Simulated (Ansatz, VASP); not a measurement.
# SrTe: VASP beside Ansatz

File INCAR:

```
PREC = Accurate
ENCUT = 500
EDIFF = 1E-6
ISMEAR = -1
SIGMA = 0.01
LREAL = False
LASPH = True
NELM = 120
ALGO = Normal
ISIF = 2
LWAVE = False
LCHARG = False
GGA = PE
NBANDS = 15
GGA_COMPAT = False
```

KPOINTS

```
regular mesh
0
Gamma
  7 7 7
```

File POSCAR:

```
SrTe
1.0
    0.0000000000      3.4216527124      3.4216527124
    3.4216527124      0.0000000000      3.4216527124
    3.4216527124      3.4216527124      0.0000000000
Sr Te
1 1
Direct
    0.0000000000      0.0000000000      0.0000000000
    0.5000000000      0.5000000000      0.5000000000
```

Input for Ansatz:

```yaml
crystal:
  lattice:
    - [0.0, 3.4216527124, 3.4216527124]
    - [3.4216527124, 0.0, 3.4216527124]
    - [3.4216527124, 3.4216527124, 0.0]
  atoms:
    - { symbol: Sr, position: [0.0, 0.0, 0.0] }
    - { symbol: Te, position: [0.5, 0.5, 0.5] }
kpoints:
  mp_grid: { grid: [7, 7, 7] }
scf:
  occupations: { method: fermi_dirac, width: 0.01 }
hamiltonian:
  xc: pbe
  pseudopotentials: { kind: all_electron, lapw: { basis_error: 0.0005 } }
output:
  forces: true
  stress: true
  eigenvalues: true
```

Change from the starting cell: volume scaled by 1.06.

Alike in both runs: task single point; functional PBE; k mesh 7 × 7 × 7; occupations fermi-dirac, width 0.01 eV; no spin polarisation.

```csv
,VASP,Ansatz
version,VASP 6.6.1,Ansatz 0.2.0
potentials or method,"VASP PAW PBE potentials, release 64 (Sr_sv, Te), cutoff 500 eV","all-electron LAPW, scalar-relativistic"
```

```csv
,VASP,Ansatz,Ansatz less VASP
gap on the k mesh at the Fermi level (eV),1.94,1.96,+0.020
pressure (GPa),-1.5,-1.6,-0.07
```

Ansatz ran all-electron here, and VASP with PAW potentials.

Spin-orbit coupling is off throughout.
